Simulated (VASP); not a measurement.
# Dy (Im-3m) in VASP: a series of runs

Runs on Dy. Level: PBE. Tasks: single point.

Program: VASP 6.6.1. These are calculated values, not measurements. Logs are shortened: lines on timing, memory, paths and dates and some standing lists are left out, and cuts for length are marked.

### Step 1. The cell of the first run

It takes space group Im-3m (No. 229, cubic). Conventional cell: a = 3.980 Å, b = 3.980 Å, c = 3.980 Å, α = 90.00°, β = 90.00°, γ = 90.00°. Dy (site symmetry m-3m) has 14 Dy at 3.45 to 3.98 Å within 4.5 Å.

This isn't the form of Dy at room conditions, which is hcp.

### Step 2. Single point, PBE, collinear spin, ferromagnetic start

Input file INCAR:

```
PREC = Accurate
ENCUT = 520
EDIFF = 1E-7
ISMEAR = 0
SIGMA = 0.05
LREAL = False
LASPH = True
NELM = 150
ALGO = Normal
ISIF = 2
LWAVE = False
LCHARG = False
ISPIN = 2
MAGMOM = 5
LORBIT = 11
LMAXMIX = 6
GGA = PE
NBANDS = 20
```

Input file KPOINTS:

```
Automatic mesh
0
Gamma
  14 14 14
```

Input file POSCAR:

```
Dy
1.0
   -1.9898369857      1.9898369857      1.9898369857
    1.9898369857     -1.9898369857      1.9898369857
    1.9898369857      1.9898369857     -1.9898369857
Dy
1
Direct
    0.0000000000      0.0000000000      0.0000000000
```

Potentials or basis: VASP PAW PBE potentials, release 64 (Dy).

Command:

```console
$ cat potpaw_PBE.64/Dy/POTCAR > POTCAR
$ mpirun -np 1 vasp_std > vasp.out
```

OUTCAR:

```text
PREC = Accurate
   ENCUT = 520
   EDIFF = 1E-7
   ISMEAR = 0
   LREAL = False
   LASPH = True
   NELM = 150
   ISIF = 2
   ISPIN = 2
   LORBIT = 11
   GGA = PE

 ion  position               nearest neighbor table
   1  0.000  0.000  0.000-

  LATTYP: Found a body centered cubic cell.
 ALAT       =     3.9796739714

  Lattice vectors:

 A1 = (  -1.9898369857,   1.9898369857,   1.9898369857)
 A2 = (   1.9898369857,  -1.9898369857,   1.9898369857)
 A3 = (   1.9898369857,   1.9898369857,  -1.9898369857)

Analysis of symmetry for initial positions (statically):
=====================================================================
 Subroutine PRICEL returns:
 Original cell was already a primitive cell.

 Routine SETGRP: Setting up the symmetry group for a
 body centered cubic supercell.

 Subroutine GETGRP returns: Found 48 space group operations
 (whereof 48 operations were pure point group operations)
 out of a pool of 48 trial point group operations.

The static configuration has the point symmetry O_h .

Analysis of symmetry for dynamics (positions and initial velocities):
=====================================================================
 Subroutine PRICEL returns:
 Original cell was already a primitive cell.

 Routine SETGRP: Setting up the symmetry group for a
 body centered cubic supercell.

 Subroutine GETGRP returns: Found 48 space group operations
 (whereof 48 operations were pure point group operations)
 out of a pool of 48 trial point group operations.

The dynamic configuration has the point symmetry O_h .

Analysis of structural, dynamic, and magnetic symmetry:
=====================================================================
 Subroutine PRICEL returns:
 Original cell was already a primitive cell.

 Routine SETGRP: Setting up the symmetry group for a
 body centered cubic supercell.

 Subroutine GETGRP returns: Found 48 space group operations
 (whereof 48 operations were pure point group operations)
 out of a pool of 48 trial point group operations.

The overall configuration has the point symmetry O_h .

 Subroutine INISYM returns: Found 48 space group operations
 (whereof 48 operations are pure point group operations),
 and found     1 'primitive' translations

----------------------------------------------------------------------------------------

                                     Primitive cell

  volume of cell :      31.5146

  direct lattice vectors                    reciprocal lattice vectors
    -1.989836986  1.989836986  1.989836986     0.000000000  0.251276865  0.251276865
     1.989836986 -1.989836986  1.989836986     0.251276865  0.000000000  0.251276865
     1.989836986  1.989836986 -1.989836986     0.251276865  0.251276865  0.000000000

  length of vectors
     3.446498758  3.446498758  3.446498758     0.355359151  0.355359151  0.355359151

  position of ions in fractional coordinates (direct lattice)
     0.000000000  0.000000000  0.000000000

  ion indices of the primitive-cell ions
   primitive index   ion index
                 1           1

----------------------------------------------------------------------------------------

 KPOINTS: Automatic mesh

Automatic generation of k-mesh.
 Grid dimensions read from file:
 generate k-points for:   14   14   14

 Generating k-lattice:

  Cartesian coordinates                     Fractional coordinates (reciprocal lattice)
     0.000000000  0.017948348  0.017948348     0.071428571  0.000000000  0.000000000
     0.017948348  0.000000000  0.017948348     0.000000000  0.071428571  0.000000000
     0.017948348  0.017948348  0.000000000     0.000000000  0.000000000  0.071428571

  Length of vectors
     0.025382796  0.025382796  0.025382796

  Shift w.r.t. Gamma in fractional coordinates (k-lattice)
     0.000000000  0.000000000  0.000000000

 Subroutine IBZKPT returns following result:
 ===========================================

 Found    104 irreducible k-points:

 Following reciprocal coordinates:
            Coordinates               Weight
  0.000000  0.000000  0.000000      1.000000
  0.071429  0.000000  0.000000     12.000000
  0.142857  0.000000  0.000000     12.000000
  0.214286  0.000000  0.000000     12.000000
  0.285714  0.000000  0.000000     12.000000
  0.357143  0.000000  0.000000     12.000000
[... 16 lines left out ...]
  0.285714  0.285714  0.000000     24.000000
  0.357143  0.285714 -0.000000     24.000000
 [... further k-points ...]
   k-points           NKPTS =    104   k-points in BZ     NKDIM =    104   number of bands    NBANDS=     20
   number of dos      NEDOS =    301   number of ions     NIONS =      1
   total plane-waves  NPLWV =  21952
   dimension x,y,z NGX =    28 NGY =   28 NGZ =   28
   dimension x,y,z NGXF=    56 NGYF=   56 NGZF=   56
   ions per type =               1
   NGX,Y,Z   is equivalent  to a cutoff of  13.51, 13.51, 13.51 a.u.
   NGXF,Y,Z  is equivalent  to a cutoff of  27.01, 27.01, 27.01 a.u.
 SYSTEM =  unknown system
   PREC   = accura    normal or accurate (medium, high low for compatibility)
   ISTART =      0    job   : 0-new  1-cont  2-samecut
   ICHARG =      2    charge: 1-file 2-atom 10-const
   ISPIN  =      2    spin polarized calculation?
   LNONCOLLINEAR =      F non collinear calculations
   LSORBIT =      F    spin-orbit coupling
   LASPH  =      T    aspherical Exc in radial PAW
   ENCUT  =  520.0 eV  38.22 Ry    6.18 a.u.   6.41  6.41  6.41*2*pi/ulx,y,z
   NELM   =    150;   NELMIN=  2; NELMDL= -5     # of ELM steps
   EDIFF  = 0.1E-06   stopping-criterion for ELM
   LREAL  =      F    real-space projection
   EDIFFG = 0.1E-05   stopping-criterion for IOM
   NSW    =      0    number of steps for IOM
   IBRION =     -1    ionic relax: 0-MD 1-quasi-New 2-CG
   NFREE  =      0    steps in history (QN), initial steepest desc. (CG)
   ISIF   =      2    stress and relaxation
   ISYM   =      2    0-nonsym 1-usesym 2-fastsym
   POTIM  = 0.5000    time-step for ionic-motion
   TEBEG  =    0.0;   TEEND  =   0.0 temperature during run
   PSTRESS=    0.0 pullay stress
   NELECT =      20.0000    total number of electrons
   NUPDOWN=      -1.0000    fix difference up-down
   EMIN   =  10.00;   EMAX   =-10.00  energy-range for DOS
   EFERMI =   0.00;   METHOD = LEGACY
   ISMEAR =     0;   SIGMA  =   0.05  broadening in eV -4-tet -1-fermi 0-gaus
   EFERMI_NEDOS =   21; number of points for ismear=-14 and -15
   IALGO  =     38    algorithm
   IMIX   =      4    mixing-type and parameters
     AMIX     =   0.40;   BMIX     =  1.00
     AMIX_MAG =   1.60;   BMIX_MAG =  1.00
  volume/ion in A,a.u.               =      31.51       212.67
  Fermi-wavevector in a.u.,A,eV,Ry     =   1.406849  2.658558 26.928960  1.979223
  Thomas-Fermi vector in A             =   2.529167
   LORBIT       =     11    0 simple, 1 ext, 2 COOP (PROOUT), +10 PAW based schemes
   GGA     = PE    functional components
   LHFCALC =     F    Hartree Fock is set to
   AEXX    =    0.0000 exact exchange contribution
   IVDW    =     0    specifies the selected vdW correction
   LEPSILON=     F    determine dielectric tensor
   LRPA    =     F    only Hartree local field effects (RPA)
 spin polarized calculation
 Gauss-broadening in eV      SIGMA  =   0.05
  energy-cutoff  :      520.00
  volume of cell :       31.51
 maximum number of plane-waves:       887
 NGX is ok and might be reduce to    28
   NGX = 13   NGY = 13   NGZ = 13

 number of electron      20.0000010 magnetization       4.4249305

 Free energy of the ion-electron system (eV)
  ---------------------------------------------------
  ext. energy  EPLUGINS =         0.00000000
  ---------------------------------------------------
  free energy    TOTEN  =        -7.91452951 eV

  energy without entropy =       -7.90753604  energy(sigma->0) =       -7.91103277

 E-fermi :   2.9229     XC(G=0): -10.1378

 val. band max:        2.9220652269   @ k =  -0.4286   0.4286   0.2857
 cond. band min:       2.9236502466   @ k =   0.5000   0.5000   0.2857
 fundamental gap:      0.0015850197
 Fermi energy:         2.9228893314

 spin component 1

 k-point     1 :       0.0000    0.0000    0.0000
  band No.  band energies     occupation
      1     -44.0712      1.00000
      2     -19.5918      1.00000
      3     -19.5918      1.00000
      4     -19.5918      1.00000
      5      -2.1899      1.00000
      6      -0.3410      1.00000
[... 12 lines left out ...]
     19      14.0580      0.00000
     20      14.0580      0.00000

 k-point     2 :       0.0714    0.0000    0.0000
  band No.  band energies     occupation
      1     -44.0681      1.00000
      2     -19.6295      1.00000
      3     -19.6033      1.00000
      4     -19.5920      1.00000
      5      -2.0385      1.00000
      6      -0.3459      1.00000
[... 498 lines left out ...]
 k-point    24 :       0.3571    0.2857   -0.0000
  band No.  band energies     occupation
      1     -44.0013      1.00000
      2     -20.1333      1.00000
      3     -20.0247      1.00000
      4     -19.6801      1.00000
      5      -0.4218      1.00000
      6      -0.4152      1.00000
[... 12 lines left out ...]
     19      12.8789      0.00000
     20      15.2544      0.00000

 [... further k-points ...]

 spin component 2

 k-point     1 :       0.0000    0.0000    0.0000
  band No.  band energies     occupation
      1     -42.0734      1.00000
      2     -18.1468      1.00000
      3     -18.1468      1.00000
      4     -18.1468      1.00000
      5      -2.1079      1.00000
      6       2.6684      1.00000
[... 12 lines left out ...]
     19      14.0400      0.00000
     20      14.0400      0.00000

 k-point     2 :       0.0714    0.0000    0.0000
  band No.  band energies     occupation
      1     -42.0697      1.00000
      2     -18.1914      1.00000
      3     -18.1601      1.00000
      4     -18.1471      1.00000
      5      -1.9505      1.00000
      6       2.6645      1.00000
[... 498 lines left out ...]
 k-point    24 :       0.3571    0.2857   -0.0000
  band No.  band energies     occupation
      1     -41.9904      1.00000
      2     -18.7780      1.00000
      3     -18.6510      1.00000
      4     -18.2488      1.00000
      5       2.3124      1.00000
      6       2.7240      1.00000
[... 12 lines left out ...]
     19      13.4509      0.00000
     20      15.5967      0.00000

 [... further k-points ...]

------------------------ aborting loop because EDIFF is reached ----------------------------------------

  FORCE on cell =-STRESS in cart. coord.  units (eV):
  Direction    XX          YY          ZZ          XY          YZ          ZX
  --------------------------------------------------------------------------------------
  -------------------------------------------------------------------------------------
  Total        0.4093285      0.4093285      0.4093285      0.0000000      0.0000000      0.0000000
  in kB       20.8099042     20.8099042     20.8099042      0.0000000      0.0000000      0.0000000
  external PRESSURE =      20.8099042 kB  Pullay stress =       0.0000000 kB

 VOLUME and BASIS-vectors are now :
 -----------------------------------------------------------------------------
  energy-cutoff  :      520.00
  volume of cell :       31.51
      direct lattice vectors                 reciprocal lattice vectors
    -1.989836986  1.989836986  1.989836986     0.000000000  0.251276865  0.251276865
     1.989836986 -1.989836986  1.989836986     0.251276865  0.000000000  0.251276865
     1.989836986  1.989836986 -1.989836986     0.251276865  0.251276865  0.000000000

 POSITION                                       TOTAL-FORCE (eV/Angst)
 -----------------------------------------------------------------------------------
      0.00000      0.00000      0.00000         0.000000      0.000000      0.000000
 -----------------------------------------------------------------------------------
    total drift:                                0.000000     -0.000000     -0.000000

  FREE ENERGIE OF THE ION-ELECTRON SYSTEM (eV)
  ---------------------------------------------------
  free  energy   TOTEN  =        -7.9145295080 eV

  energy  without entropy=       -7.9075360353  energy(sigma->0) =       -7.91103277

 total charge

# of ion       s       p       d       f       tot
--------------------------------------------------
    1        2.165   5.816   0.481   9.340  17.803

 magnetization (x)

# of ion       s       p       d       f       tot
--------------------------------------------------
    1        0.008  -0.067  -0.006   4.486   4.421
```

Run time: 5.5 min. Hardware: 1 thread of Intel Xeon Platinum 8259CL at 2.50GHz (Skylake/Cascade Lake), shared host; peak memory 0.26 GiB.

Results:

- Free energy: -7.9145 eV
- Pressure: 2.1 GPa
- Net moment: 4.42 μB per cell
- Site moments: Dy +4.42 μB
- Valence electrons inside the program's atomic spheres: Dy 17.80

Levels at points of the mesh, in eV from the Fermi level:
Spin up:
| k point | band 10 | band 11 | band 12 | band 13 | band 14 | band 15 |
| --- | --- | --- | --- | --- | --- | --- |
| (0.00, 0.00, 0.00) | -2.64 | -2.64 | -2.64 | 2.09 | 2.09 | 2.09 |
| (0.50, 0.00, 0.00) | -2.51 | -2.51 | -2.13 | 0.36 | 1.30 | 4.14 |
| (0.50, 0.50, 0.50) | -2.46 | -2.46 | -1.56 | -1.56 | 6.34 | 6.34 |
Spin down:
| k point | band 5 | band 6 | band 7 | band 8 | band 9 | band 10 | band 11 | band 12 |
| --- | --- | --- | --- | --- | --- | --- | --- | --- |
| (0.00, 0.00, 0.00) | -5.03 | -0.25 | -0.25 | -0.25 | 0.96 | 0.96 | 0.96 | 1.45 |
| (0.50, 0.00, 0.00) | -2.00 | -0.18 | -0.11 | -0.04 | 0.61 | 0.78 | 0.85 | 0.90 |
| (0.50, 0.50, 0.50) | -1.41 | -1.41 | 0.03 | 0.03 | 0.03 | 0.76 | 0.76 | 0.76 |

Caveat: the magnetic or orbital state may not be the lowest; spin-orbit coupling is left out, which moves the levels of the heavy elements; semilocal functionals describe open f shells poorly, which spoils levels, moments and volumes. The state reached can hang on the start; a lower one may exist.

### Step 3. Single point, PBE, collinear spin, ferromagnetic start (34.22 Å³/atom)

This run uses another cell than the first one, of 34.22 Å³/atom.

Input file INCAR:

```
PREC = Accurate
ENCUT = 520
EDIFF = 1E-6
ISMEAR = 0
SIGMA = 0.05
LREAL = F
LASPH = T
NELM = 150
ALGO = Normal
ISIF = 2
LWAVE = F
LCHARG = F
ISPIN = 2
MAGMOM = 4.92
LORBIT = 11
LMAXMIX = 6
GGA = PE
NBANDS = 20
```

Input file KPOINTS:

```
regular mesh
0
Gamma
  14 14 14
```

Input file POSCAR:

```
Dy
1.0
   -2.0452198937      2.0452198937      2.0452198937
    2.0452198937     -2.0452198937      2.0452198937
    2.0452198937      2.0452198937     -2.0452198937
Dy
1
Direct
    0.0000000000      0.0000000000      0.0000000000
```

Potentials or basis: VASP PAW PBE potentials, release 64 (Dy).

Command:

```console
$ cat potpaw_PBE.64/Dy/POTCAR > POTCAR
$ mpirun -np 1 vasp_std > vasp.out
```

It took 4.7 min on 1 thread of Intel Xeon Platinum 8259CL at 2.50GHz (Skylake/Cascade Lake), shared host; peak memory 0.27 GiB.

Results (log left out):

```
Free energy                                           : -7.9310 eV
Pressure                                              : -0.7 GPa
Net moment                                            : 4.42 μB per cell
Site moments                                          : Dy +4.41 μB
Valence electrons inside the program's atomic spheres : Dy 17.77
```

Levels at points of the mesh, in eV from the Fermi level:
Spin up:
```tsv
k point	band 8	band 9	band 10	band 11	band 12	band 13	band 14	band 15	band 16	band 17
(0.00, 0.00, 0.00)	-3.25	-3.10	-2.59	-2.59	-2.59	2.03	2.03	2.03	3.97	3.97
(0.50, 0.00, 0.00)	-3.17	-2.54	-2.48	-2.48	-2.00	0.44	1.00	3.87	4.68	6.69
(0.50, 0.50, 0.50)	-3.27	-2.44	-2.44	-2.44	-1.34	-1.34	5.77	5.77	5.77	6.05
```
Spin down:
```
           k point  band 4  band 5  band 6  band 7  band 8  band 9  band 10  band 11  band 12  band 13
(0.00, 0.00, 0.00)  -21.21   -4.90   -0.22   -0.22   -0.22    0.96     0.96     0.96     1.45     2.41
(0.50, 0.00, 0.00)  -21.21   -1.86   -0.16   -0.12   -0.04    0.69     0.80     0.87     0.91     1.28
(0.50, 0.50, 0.50)  -21.65   -1.18   -1.18    0.02    0.02    0.02     0.79     0.79     0.79     1.14
```

Caveat: the magnetic or orbital state may not be the lowest; spin-orbit coupling is left out, which moves the levels of the heavy elements; semilocal functionals describe open f shells poorly, which spoils levels, moments and volumes.
